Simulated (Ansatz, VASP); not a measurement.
## Sc2BP3: VASP beside Ansatz

Contents of INCAR:

```
PREC = Accurate ; ENCUT = 600
EDIFF = 1E-7 ; ISMEAR = 0
SIGMA = 0.1 ; LREAL = False
LASPH = True ; NELM = 80
ALGO = Normal ; ISIF = 3
LWAVE = False ; LCHARG = False
GGA = PE ; IBRION = 2
NSW = 90 ; EDIFFG = -0.04
```

File KPOINTS:

```
Automatic mesh
0
Gamma
  6 6 2
```

File POSCAR:

```
Sc2BP3
1.0
    3.2083932800      0.0000000000      0.0000000000
    0.0000000000      3.2083932800      0.0000000000
    0.0000000000      0.0000000000      9.7138447500
Sc B P
2 1 3
Direct
    0.5000000000      0.5000000000      0.3248246900
    0.5000000000      0.5000000000      0.6751753100
    0.5000000000      0.5000000000      0.0000000000
    0.0000000000      0.0000000000      0.8390681100
    0.0000000000      0.0000000000      0.1609318900
    0.0000000000      0.0000000000      0.5000000000
```

Input for Ansatz:

```yaml
crystal:
  lattice:
    - [3.20839328, 0.0, 0.0]
    - [0.0, 3.20839328, 0.0]
    - [0.0, 0.0, 9.71384475]
  atoms:
    - { symbol: Sc, position: [0.5, 0.5, 0.32482469] }
    - { symbol: Sc, position: [0.5, 0.5, 0.67517531] }
    - { symbol: B, position: [0.5, 0.5, 0.0] }
    - { symbol: P, position: [0.0, 0.0, 0.83906811] }
    - { symbol: P, position: [0.0, 0.0, 0.16093189] }
    - { symbol: P, position: [0.0, 0.0, 0.5] }
basis:
  ecutwfc: 420
kpoints:
  mp_grid: { grid: [6, 6, 2] }
hamiltonian:
  xc: pbe
scf:
  occupations: { method: gaussian, width: 0.1 }
  lower_state_search: "off"
output:
  forces: true
  stress: true
  eigenvalues: true
relax:
  adjacent_minimum: "off"
  f_tol: 0.04
  max_steps: 70
  cell: { stress_tol: 0.4 }
```

Change from the starting cell: species swapped into the Li3Tl2Cd type (P4/mmm, No. 123).

Alike in both runs: task relaxation of cell and atoms; functional PBE; k mesh 6 × 6 × 2; occupations gaussian, width 0.1 eV; no spin polarisation.

```csv
,VASP,Ansatz
version,VASP 6.6.1,Ansatz 0.2.0
potentials or method,"VASP PAW PBE potentials, release 64 (Sc_sv, B, P), cutoff 600 eV","scalar-relativistic, plane waves, PAW"
valence electrons in the cell,40,40
```

```tsv
	VASP	Ansatz	Ansatz less VASP
gap on the k mesh at the Fermi level, each at its own relaxed structure (eV)	none	none	-
relaxed volume (Å³/atom)	15.08	15.03	-0.054
relaxed length of the cell vector where the two differ most in proportion (Å)	8.278	8.257	-0.0219
```

A gap of «none» marks a metal or a gap that the smearing closes.
